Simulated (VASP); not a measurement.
# GeSb2Te4 (R-3m) in VASP: single point with PBEsol

Aim: the single point of GeSb2Te4 with PBEsol.

All numbers are computed with VASP 6.6.1; they aren't measurements. Logs are shortened: lines on timing, memory, paths and dates and some standing lists are left out, and cuts for length are marked.

## (1) The cell of the first run

Symmetry: R-3m, No. 166, trigonal system. The conventional cell has a = 3.855 Å, b = 3.855 Å, c = 49.499 Å, α = 90.00°, β = 90.00°, γ = 120.00°. Ge (site symmetry -3m) has 6 Te at 2.84 Å within 3.7 Å. Sb (site symmetry 3m) has 4 Te at 2.96 to 3.24 Å and 6 Sb at 3.86 Å within 3.9 Å. Within 3.9 Å of Te (site symmetry 3m) lie 3 Sb at 2.96 Å and 9 Te at 3.42 to 3.86 Å. Te (site symmetry 3m) has 3 Ge at 2.84 Å and 1 Sb at 3.24 Å within 3.7 Å.

## (2) Single point, PBEsol

INCAR reads:

```
PREC = Accurate
ENCUT = 520
EDIFF = 1E-6
ISMEAR = -1
SIGMA = 0.03
LREAL = F
LASPH = T
NELM = 80
ALGO = Normal
ISIF = 2
LWAVE = F
LCHARG = F
GGA = PS
NBANDS = 33
```

KPOINTS reads:

```
regular mesh
0
Gamma
  6 6 6
```

POSCAR reads:

```
GeSb2Te4
1.0
    1.9277403642      1.1129814182     16.4997353674
   -1.9277403642      1.1129814182     16.4997353674
    0.0000000000     -2.2259628364     16.4997353674
Ge Sb Te
1 2 4
Direct
    0.0000000000      0.0000000000      0.0000000000
    0.7676953457      0.7676953457      0.7676953457
    0.2323046543      0.2323046543      0.2323046543
    0.8596167727      0.8596167727      0.8596167727
    0.7022272305      0.7022272305      0.7022272305
    0.1403832273      0.1403832273      0.1403832273
    0.2977727695      0.2977727695      0.2977727695
```

Potentials or basis: VASP PAW PBE potentials, release 64 (Ge_d, Sb, Te).

The run is started by

```bash
cat potpaw_PBE.64/Ge_d/POTCAR potpaw_PBE.64/Sb/POTCAR potpaw_PBE.64/Te/POTCAR > POTCAR
mpirun -np 1 vasp_std > vasp.out
```

OUTCAR:

```text
PREC = Accurate
   ENCUT = 520
   EDIFF = 1E-6
   ISMEAR = -1
   LREAL = F
   LASPH = T
   NELM = 80
   ISIF = 2
   GGA = PS

 ion  position               nearest neighbor table
   1  0.000  0.000  0.000-   5 2.84   5 2.84   7 2.84   7 2.84   5 2.84   7 2.84
   2  0.768  0.768  0.768-   6 2.96   6 2.96   6 2.96   5 3.24
   3  0.232  0.232  0.232-   4 2.96   4 2.96   4 2.96   7 3.24
   4  0.860  0.860  0.860-   3 2.96   3 2.96   3 2.96   6 3.42   6 3.42   6 3.42
   5  0.702  0.702  0.702-   1 2.84   1 2.84   1 2.84   2 3.24
   6  0.140  0.140  0.140-   2 2.96   2 2.96   2 2.96   4 3.42   4 3.42   4 3.42
   7  0.298  0.298  0.298-   1 2.84   1 2.84   1 2.84   3 3.24

  LATTYP: Found a trigonal (rhomboedric) cell.
 ALAT       =    16.6492095231
 COS(alpha) =     0.9731873438

  Lattice vectors:

 A1 = (   1.9277403642,   1.1129814182,  16.4997353674)
 A2 = (  -1.9277403642,   1.1129814182,  16.4997353674)
 A3 = (   0.0000000000,  -2.2259628364,  16.4997353674)

Analysis of symmetry for initial positions (statically):
=====================================================================
 Subroutine PRICEL returns:
 Original cell was already a primitive cell.

 Routine SETGRP: Setting up the symmetry group for a
 trigonal (rhombohedral) supercell.

 Subroutine GETGRP returns: Found 12 space group operations
 (whereof 12 operations were pure point group operations)
 out of a pool of 12 trial point group operations.

The static configuration has the point symmetry D_3d.

Analysis of symmetry for dynamics (positions and initial velocities):
=====================================================================
 Subroutine PRICEL returns:
 Original cell was already a primitive cell.

 Routine SETGRP: Setting up the symmetry group for a
 trigonal (rhombohedral) supercell.

 Subroutine GETGRP returns: Found 12 space group operations
 (whereof 12 operations were pure point group operations)
 out of a pool of 12 trial point group operations.

The dynamic configuration has the point symmetry D_3d.

 Subroutine INISYM returns: Found 12 space group operations
 (whereof 12 operations are pure point group operations),
 and found     1 'primitive' translations

----------------------------------------------------------------------------------------

                                     Primitive cell

  volume of cell :     212.4050

  direct lattice vectors                    reciprocal lattice vectors
     1.927740364  1.112981418 16.499735367     0.259371028  0.149747933  0.020202344
    -1.927740364  1.112981418 16.499735367    -0.259371028  0.149747933  0.020202344
     0.000000000 -2.225962836 16.499735367     0.000000000 -0.299495866  0.020202344

  length of vectors
    16.649209523 16.649209523 16.649209523     0.300176462  0.300176462  0.300176462

  position of ions in fractional coordinates (direct lattice)
     0.000000000  0.000000000  0.000000000
     0.767695346  0.767695346  0.767695346
     0.232304654  0.232304654  0.232304654
     0.859616773  0.859616773  0.859616773
     0.702227231  0.702227231  0.702227231
     0.140383227  0.140383227  0.140383227
     0.297772769  0.297772769  0.297772769

  ion indices of the primitive-cell ions
   primitive index   ion index
                 1           1
                 2           2
                 3           3
                 4           4
                 5           5
                 6           6
                 7           7

----------------------------------------------------------------------------------------

 KPOINTS: regular mesh

Automatic generation of k-mesh.
 Grid dimensions read from file:
 generate k-points for:    6    6    6

 Generating k-lattice:

  Cartesian coordinates                     Fractional coordinates (reciprocal lattice)
     0.043228505  0.024957989  0.003367057     0.166666667  0.000000000  0.000000000
    -0.043228505  0.024957989  0.003367057     0.000000000  0.166666667  0.000000000
     0.000000000 -0.049915978  0.003367057     0.000000000  0.000000000  0.166666667

  Length of vectors
     0.050029410  0.050029410  0.050029410

  Shift w.r.t. Gamma in fractional coordinates (k-lattice)
     0.000000000  0.000000000  0.000000000

 Subroutine IBZKPT returns following result:
 ===========================================

 Found     32 irreducible k-points:

 Following reciprocal coordinates:
            Coordinates               Weight
  0.000000  0.000000  0.000000      1.000000
  0.166667  0.000000  0.000000      6.000000
  0.333333  0.000000 -0.000000      6.000000
  0.500000 -0.000000  0.000000      3.000000
  0.166667  0.166667  0.000000      6.000000
  0.333333  0.166667 -0.000000     12.000000
[... 16 lines left out ...]
  0.500000  0.500000  0.166667      6.000000
 -0.333333  0.500000  0.166667     12.000000
 [... further k-points ...]
   k-points           NKPTS =     32   k-points in BZ     NKDIM =     32   number of bands    NBANDS=     33
   number of dos      NEDOS =    301   number of ions     NIONS =      7
   total plane-waves  NPLWV = ******
   dimension x,y,z NGX =   126 NGY =  126 NGZ =  126
   dimension x,y,z NGXF=   252 NGYF=  252 NGZF=  252
   ions per type =               1   2   4
   NGX,Y,Z   is equivalent  to a cutoff of  12.58, 12.58, 12.58 a.u.
   NGXF,Y,Z  is equivalent  to a cutoff of  25.16, 25.16, 25.16 a.u.
 SYSTEM =  unknown system
   PREC   = accura    normal or accurate (medium, high low for compatibility)
   ISTART =      0    job   : 0-new  1-cont  2-samecut
   ICHARG =      2    charge: 1-file 2-atom 10-const
   ISPIN  =      1    spin polarized calculation?
   LNONCOLLINEAR =      F non collinear calculations
   LSORBIT =      F    spin-orbit coupling
   LASPH  =      T    aspherical Exc in radial PAW
   ENCUT  =  520.0 eV  38.22 Ry    6.18 a.u.  30.96 30.96 30.96*2*pi/ulx,y,z
   NELM   =     80;   NELMIN=  2; NELMDL= -5     # of ELM steps
   EDIFF  = 0.1E-05   stopping-criterion for ELM
   LREAL  =      F    real-space projection
   EDIFFG = 0.1E-04   stopping-criterion for IOM
   NSW    =      0    number of steps for IOM
   IBRION =     -1    ionic relax: 0-MD 1-quasi-New 2-CG
   NFREE  =      0    steps in history (QN), initial steepest desc. (CG)
   ISIF   =      2    stress and relaxation
   ISYM   =      2    0-nonsym 1-usesym 2-fastsym
   POTIM  = 0.5000    time-step for ionic-motion
   TEBEG  =    0.0;   TEEND  =   0.0 temperature during run
   PSTRESS=    0.0 pullay stress
   NELECT =      48.0000    total number of electrons
   NUPDOWN=      -1.0000    fix difference up-down
   EMIN   =  10.00;   EMAX   =-10.00  energy-range for DOS
   EFERMI =   0.00;   METHOD = LEGACY
   ISMEAR =    -1;   SIGMA  =   0.03  broadening in eV -4-tet -1-fermi 0-gaus
   EFERMI_NEDOS =   21; number of points for ismear=-14 and -15
   IALGO  =     38    algorithm
   IMIX   =      4    mixing-type and parameters
     AMIX     =   0.40;   BMIX     =  1.00
     AMIX_MAG =   1.60;   BMIX_MAG =  1.00
  volume/ion in A,a.u.               =      30.34       204.77
  Fermi-wavevector in a.u.,A,eV,Ry     =   0.997165  1.884369 13.528790  0.994338
  Thomas-Fermi vector in A             =   2.129303
   LORBIT       =      0    0 simple, 1 ext, 2 COOP (PROOUT), +10 PAW based schemes
   GGA     = PS    functional components
   LHFCALC =     F    Hartree Fock is set to
   AEXX    =    0.0000 exact exchange contribution
   IVDW    =     0    specifies the selected vdW correction
   LEPSILON=     F    determine dielectric tensor
   LRPA    =     F    only Hartree local field effects (RPA)
 non-spin polarized calculation
  energy-cutoff  :      520.00
  volume of cell :      212.40
 maximum number of plane-waves:      5748
 NGX is ok and might be reduce to   126
   NGX = 61   NGY = 61   NGZ = 61

 number of electron      48.0000005 magnetization

 Free energy of the ion-electron system (eV)
  ---------------------------------------------------
  ext. energy  EPLUGINS =         0.00000000
  ---------------------------------------------------
  free energy    TOTEN  =       -27.34980976 eV

  energy without entropy =      -27.34309270  energy(sigma->0) =      -27.34645123

 E-fermi :   6.2748     XC(G=0):  -9.5968

 val. band max:        6.2402141673   @ k =  -0.3333   0.1667   0.0000
 cond. band min:       6.3188711680   @ k =  -0.3333   0.3333   0.0000
 fundamental gap:      0.0786570007
 Fermi energy:         6.2747571084

 k-point     1 :       0.0000    0.0000    0.0000
  band No.  band energies     occupation
      1     -18.1791      2.00000
      2     -18.1791      2.00000
      3     -18.1747      2.00000
      4     -18.1616      2.00000
      5     -18.1616      2.00000
      6      -7.4215      2.00000
[... 25 lines left out ...]
     32       9.4380      0.00000
     33       9.4380      0.00000

 k-point     2 :       0.1667    0.0000    0.0000
  band No.  band energies     occupation
      1     -18.1811      2.00000
      2     -18.1789      2.00000
      3     -18.1736      2.00000
      4     -18.1618      2.00000
      5     -18.1600      2.00000
      6      -7.1118      2.00000
[... 25 lines left out ...]
     32       9.9056      0.00000
     33      10.7310      0.00000

 k-point     3 :       0.3333    0.0000   -0.0000
  band No.  band energies     occupation
      1     -18.1852      2.00000
      2     -18.1789      2.00000
      3     -18.1718      2.00000
      4     -18.1618      2.00000
      5     -18.1563      2.00000
      6      -6.2644      2.00000
[... 25 lines left out ...]
     32       9.9449      0.00000
     33      10.3107      0.00000

 k-point     4 :       0.5000   -0.0000    0.0000
  band No.  band energies     occupation
      1     -18.1872      2.00000
      2     -18.1789      2.00000
      3     -18.1712      2.00000
      4     -18.1616      2.00000
      5     -18.1544      2.00000
      6      -5.5114      2.00000
[... 25 lines left out ...]
     32       9.7436      0.00000
     33       9.9151      0.00000

 k-point     5 :       0.1667    0.1667    0.0000
  band No.  band energies     occupation
      1     -18.1811      2.00000
      2     -18.1789      2.00000
      3     -18.1736      2.00000
      4     -18.1618      2.00000
      5     -18.1600      2.00000
      6      -7.1115      2.00000
[... 604 lines left out ...]
 k-point    22 :      -0.1667    0.3333    0.1667
  band No.  band energies     occupation
      1     -18.1856      2.00000
      2     -18.1803      2.00000
      3     -18.1706      2.00000
      4     -18.1610      2.00000
      5     -18.1558      2.00000
      6      -5.5838      2.00000
[... 25 lines left out ...]
     32      10.2264      0.00000
     33      10.8213      0.00000

 k-point    23 :       0.5000    0.5000    0.1667
  band No.  band energies     occupation
      1     -18.1852      2.00000
      2     -18.1789      2.00000
      3     -18.1718      2.00000
      4     -18.1618      2.00000
      5     -18.1563      2.00000
      6      -6.2622      2.00000
[... 25 lines left out ...]
     32       9.9623      0.00000
     33      10.2495      0.00000

 k-point    24 :      -0.3333    0.5000    0.1667
  band No.  band energies     occupation
      1     -18.1857      2.00000
      2     -18.1803      2.00000
      3     -18.1706      2.00000
      4     -18.1610      2.00000
      5     -18.1558      2.00000
      6      -5.5823      2.00000
[... 25 lines left out ...]
     32      10.2040      0.00000
     33      11.0295      0.00000

 [... further k-points ...]

------------------------ aborting loop because EDIFF is reached ----------------------------------------

  FORCE on cell =-STRESS in cart. coord.  units (eV):
  Direction    XX          YY          ZZ          XY          YZ          ZX
  --------------------------------------------------------------------------------------
  -------------------------------------------------------------------------------------
  Total        0.0371383      0.0371383      0.1793736      0.0000000      0.0000000     -0.0000000
  in kB        0.2801354      0.2801354      1.3530204      0.0000000      0.0000000     -0.0000000
  external PRESSURE =       0.6377637 kB  Pullay stress =       0.0000000 kB

 VOLUME and BASIS-vectors are now :
 -----------------------------------------------------------------------------
  energy-cutoff  :      520.00
  volume of cell :      212.40
      direct lattice vectors                 reciprocal lattice vectors
     1.927740364  1.112981418 16.499735367     0.259371028  0.149747933  0.020202344
    -1.927740364  1.112981418 16.499735367    -0.259371028  0.149747933  0.020202344
     0.000000000 -2.225962836 16.499735367     0.000000000 -0.299495866  0.020202344

 POSITION                                       TOTAL-FORCE (eV/Angst)
 -----------------------------------------------------------------------------------
      0.00000      0.00000      0.00000         0.000000     -0.000000     -0.000000
      0.00000      0.00000     38.00031         0.000000      0.000000     -0.045454
      0.00000      0.00000     11.49890         0.000000      0.000000      0.045454
      0.00000      0.00000     42.55035         0.000000      0.000000     -0.043991
      0.00000      0.00000     34.75969         0.000000     -0.000000      0.018300
      0.00000      0.00000      6.94886         0.000000      0.000000      0.043991
      0.00000      0.00000     14.73952         0.000000     -0.000000     -0.018300
 -----------------------------------------------------------------------------------
    total drift:                                0.000000      0.000000      0.000000

  FREE ENERGIE OF THE ION-ELECTRON SYSTEM (eV)
  ---------------------------------------------------
  free  energy   TOTEN  =       -27.3498097571 eV

  energy  without entropy=      -27.3430926990  energy(sigma->0) =      -27.34645123
```

It took 72 min on 1 thread of Intel Xeon Platinum 8559C (Emerald Rapids), shared host; peak memory 3 GiB.

What came out:

| Item | Value |
| --- | --- |
| Free energy | -27.3498 eV |
| Pressure | 0.1 GPa |
| Largest force | 0.045 eV/Å |
| Band gap on the k mesh | zero (bands 24 and 25 overlap by 1.63 eV) |

Forces on the atoms (eV/Å):
```
Ge   0.000  0.000  0.000
Sb   0.000  0.000 -0.045
Sb   0.000  0.000  0.045
Te   0.000  0.000 -0.044
Te   0.000  0.000  0.018
Te   0.000  0.000  0.044
Te   0.000  0.000 -0.018
```

Levels at points of the mesh, in eV from the Fermi level:
```tsv
k point	band 22	band 23	band 24	band 25	band 26	band 27	band 28	band 29
(0.00, 0.00, 0.00)	0.21	0.24	0.24	1.96	2.02	2.02	2.02	2.02
(0.50, 0.00, 0.00)	-1.95	-0.62	-0.50	-0.27	0.53	0.92	1.40	1.85
(0.50, 0.50, 0.00)	-1.94	-1.17	-0.70	-0.47	1.01	1.30	1.38	1.43
(0.50, 0.50, 0.50)	0.25	0.25	1.15	1.57	1.96	1.96	2.07	2.07
```

Caveat: the PAW data sets were made with another functional, which shifts forces and pressure a little; spin-orbit coupling is left out, which moves the levels of the heavy elements.

The gap in the log of VASP goes by the Fermi energy; the results here count the filled bands.